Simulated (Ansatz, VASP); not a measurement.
# BaTiO3: VASP beside Ansatz

```xyz
10
Lattice="-3.9998 0.0000 0.0000 0.0000 0.0000 -4.0180 0.0000 -7.9996 0.0000" Properties=species:S:1:pos:R:3 pbc="T T T"
Ba   -0.0058   -4.0605   -0.0926
Ba   -3.9940   -7.9389   -3.9254
Ti   -1.9212   -1.8863   -2.2629
Ti   -2.0786   -6.1133   -1.8998
O    -1.9751   -2.0651   -3.8813
O    -2.0247   -5.9345   -0.0081
O    -2.0303   -4.0593   -2.0063
O    -1.9695   -7.9401   -1.8911
O    -0.0609   -2.1690   -1.9624
O    -3.9389   -5.8306   -1.9350
```

Alike in both runs: functional r2SCAN; k mesh 7 × 7 × 4; occupations fermi-dirac, width 0.05 eV; no spin polarisation.

```csv
,VASP,Ansatz
version,VASP 6.6.1,Ansatz 0.2.0
potentials or method,"VASP PAW PBE potentials, release 64 (Ba_sv, Ti_sv, O)",Ansatz PAW
plane-wave cutoff (eV),520,500
valence electrons in the cell,80,80
task,single point,projected density of states
```

|  | VASP | Ansatz | Ansatz less VASP |
| --- | --- | --- | --- |
| gap on the k mesh at the Fermi level (eV) | 1.67 | 1.68 | +0.011 |
| least direct gap on the mesh (eV) | 1.84 | 1.84 | +0.006 |
| pressure (GPa) | 9.2 | 7.0 | -2.23 |
| traceless stress, the component that is largest in VASP (GPa) | 6.89 | 6.35 | -0.537 |
| rms of the force components (eV/Å) | 2.115 | 2.010 | -0.1046 |

VASP's potentials were made for PBE, not for r2SCAN. Atom by atom the forces differ by 0.148 eV/Å (rms over components).

Spin-orbit coupling is off throughout. Noted on Ansatz's run: odd divisions of the mesh miss points on the zone boundary, where band edges often lie, so the gap on the mesh can be too wide.
